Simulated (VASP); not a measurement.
Se, 2 atoms in the cell. The structure is cubic, space group Fd-3m (No. 227). The conventional cell has a = 5.630 Å, b = 5.630 Å, c = 5.630 Å, α = 90.00°, β = 90.00°, γ = 90.00°. Se (site symmetry -43m) has 4 Se at 2.44 Å within 3.2 Å.  This cell differs from its parent crystal: volume scaled by 0.76.

```yaml
Program: VASP 6.6.1
Task: single point
Functional: LDA
Potentials_or_basis: VASP PAW LDA potentials, release 64 (Se)
Cutoff: 520 eV
k_mesh: 11 × 11 × 11
Occupations: fermi-dirac, width 0.08 eV
Spin: no spin polarisation
Dipole_correction: no
Further_INCAR_settings: ALGO = Normal; EDIFF = 1e-06; NBANDS = 13
```

Potentials or basis: VASP PAW LDA potentials, release 64 (Se).

Launch:

```sh
$ cat potpaw_LDA.64/Se/POTCAR > POTCAR
$ mpirun -np 1 vasp_std > vasp.out
```

Hardware: 1 thread of Intel(R) Xeon(R) 6975P-C (Granite Rapids), on a shared host.

Estimate the wall time of this run.

Wall time 12 s on 1 thread of Intel(R) Xeon(R) 6975P-C (Granite Rapids) (shared host), peak memory 0.15 GiB. Counts: scf iterations 10, k points 56.
